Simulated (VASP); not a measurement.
Set up this calculation in VASP 6.6.1, as the native input.

| Item | Value |
| --- | --- |
| Task | single point |
| Functional | r2SCAN |
| Potentials or basis | VASP PAW PBE potentials, release 64 (Ga_d, As) |
| Cutoff | 520 eV |
| k mesh | 8 × 8 × 8 |
| Occupations | gaussian, width 0.01 eV |
| Spin | no spin polarisation |
| Dipole correction | no |
| Further INCAR settings | ALGO = Normal; EDIFF = 1e-07; NBANDS = 16 |

Crystal: GaAs.

```
CELL_PARAMETERS angstrom
0.00000 2.83309 2.76226
2.83309 0.00000 2.76226
2.83309 2.83309 0.00000
ATOMIC_POSITIONS crystal
Ga 0.00000 0.00000 0.00000
As 0.25000 0.25000 0.25000
```

This cell differs from its parent crystal: uniaxial z strain -2.5%.

The input as run:

POSCAR

```
GaAs
1.0
    0.0000000000      2.8330850941      2.7622579668
    2.8330850941      0.0000000000      2.7622579668
    2.8330850941      2.8330850941      0.0000000000
Ga As
1 1
Direct
    0.0000000000      0.0000000000      0.0000000000
    0.2500000000      0.2500000000      0.2500000000
```

INCAR.step1

```
SYSTEM = GaAs
ALGO     = Normal         ! electronic algorithm
EDIFF    = 1E-4           ! SCF threshold, eV
ENCUT    = 520            ! plane-wave cutoff, eV
GGA      = PE             ! functional
ISMEAR   = 0              ! smearing method
LASPH    = .True.         ! aspherical terms in the spheres
LCHARG   = .False.        ! write CHGCAR
LREAL    = .False.        ! projectors in reciprocal space
LWAVE    = .True.         ! write WAVECAR
NBANDS   = 16             ! bands
NELM     = 100            ! most SCF steps
PREC     = Accurate       ! precision mode
SIGMA    = 0.01           ! smearing width, eV
```

INCAR.step2

```
SYSTEM = GaAs
ALGO     = Normal         ! electronic algorithm
EDIFF    = 1E-7           ! SCF threshold, eV
ENCUT    = 520            ! plane-wave cutoff, eV
ISIF     = 2              ! what is computed and relaxed
ISMEAR   = 0              ! smearing method
ISTART   = 1            
LASPH    = .True.         ! aspherical terms in the spheres
LCHARG   = .False.        ! write CHGCAR
LMIXTAU  = .True.       
LREAL    = .False.        ! projectors in reciprocal space
LWAVE    = .False.        ! write WAVECAR
METAGGA  = R2SCAN         ! meta-GGA
NBANDS   = 16             ! bands
NELM     = 100            ! most SCF steps
PREC     = Accurate       ! precision mode
SIGMA    = 0.01           ! smearing width, eV
```

KPOINTS

```
k-points
0
Gamma
  8 8 8
  0 0 0
```

Potentials or basis: VASP PAW PBE potentials, release 64 (Ga_d, As).

Launch:

```sh
$ cat potpaw_PBE.64/Ga_d/POTCAR potpaw_PBE.64/As/POTCAR > POTCAR
$ cp INCAR.step1 INCAR
$ mpirun -np 1 vasp_std > vasp.out
$ cp INCAR.step2 INCAR
$ mpirun -np 1 vasp_std > vasp.out
```

It gave:

The pressure is 2.1 GPa and the band gap on the k mesh is 1.04 eV, direct.

Caveat: the cell differs from its parent crystal (uniaxial z strain -2.5%); the PAW data sets were made with another functional, which shifts forces and pressure a little.

Run time: 2.3 min on 1 thread of Intel(R) Xeon(R) Platinum 8375C CPU @ 2.90GHz (Ice Lake), with other jobs on the host, peak memory 0.19 GiB.
